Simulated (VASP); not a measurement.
## CsBe2Se4: single point with PBE

CsBe2Se4:

```
Cs Be Se
1.0
    -3.39493    4.48048    6.03677
     3.39493   -4.48048    6.03677
     3.39493    4.48048   -6.03677
Cs Be Se
1 2 4
Direct
  0.50000 0.50000 0.00000
  0.68840 0.50000 0.18840
  0.31160 0.50000 0.81160
  0.00000 0.00000 0.50000
  0.50000 0.00000 0.00000
  0.50000 0.50000 0.50000
  0.00000 0.50000 0.00000
```

The cell was built from a structure type or drawn by symmetry, and may not be a known phase.

```json
{
  "Program": "VASP 6.6.1",
  "Task": "single point",
  "Functional": "PBE",
  "Potentials or basis": "VASP PAW PBE potentials, release 64 (Cs_sv, Be, Se)",
  "Cutoff": "520 eV",
  "k mesh": "4 × 4 × 4",
  "Occupations": "gaussian, width 0.1 eV",
  "Spin": "no spin polarisation"
}
```

The pressure is 2.5 GPa. The largest force is 17.389 eV/Å. The band gap on the k mesh is zero (an odd number of electrons rules out a gap without spin polarisation).

Forces in eV/Å, atoms in the order of the input:
```
Cs    0.000   0.000   0.000
Be    0.000  17.389   0.000
Be    0.000 -17.389   0.000
Se    0.000   0.000   0.000
Se    0.000   0.000   0.000
Se    0.000   0.000   0.000
Se    0.000   0.000   0.000
```

Stress tensor (GPa, compression positive):
```
-7.77  0.00  0.00
 0.00 23.36  0.00
 0.00  0.00 -8.08
```

Levels at points of the mesh, in eV from the Fermi level:
```tsv
k point	band 16	band 17	band 18	band 19	band 20	band 21
(0.00, 0.00, 0.00)	-0.37	-0.34	-0.31	-0.30	-0.26	0.40
(0.50, 0.00, 0.00)	-0.42	-0.27	-0.02	0.01	0.38	0.99
(0.00, 0.50, 0.00)	-0.63	-0.61	-0.47	-0.21	0.01	0.02
(0.50, 0.50, 0.00)	-0.53	-0.52	-0.45	-0.42	-0.40	-0.25
(0.50, 0.50, 0.50)	-0.31	-0.21	0.38	0.49	0.84	1.16
```

Run time: 3.7 min on 1 thread of AMD EPYC 7R13 Processor (Zen 3), on a shared host, peak memory 0.63 GiB.

Caveat: atoms lie so close that the PAW spheres overlap strongly, which falsifies energies and pressures; spin-orbit coupling is left out, which moves the levels of the heavy elements; forces of over 1 eV/Å act on the atoms, so gaps and moduli don't describe the material at rest.
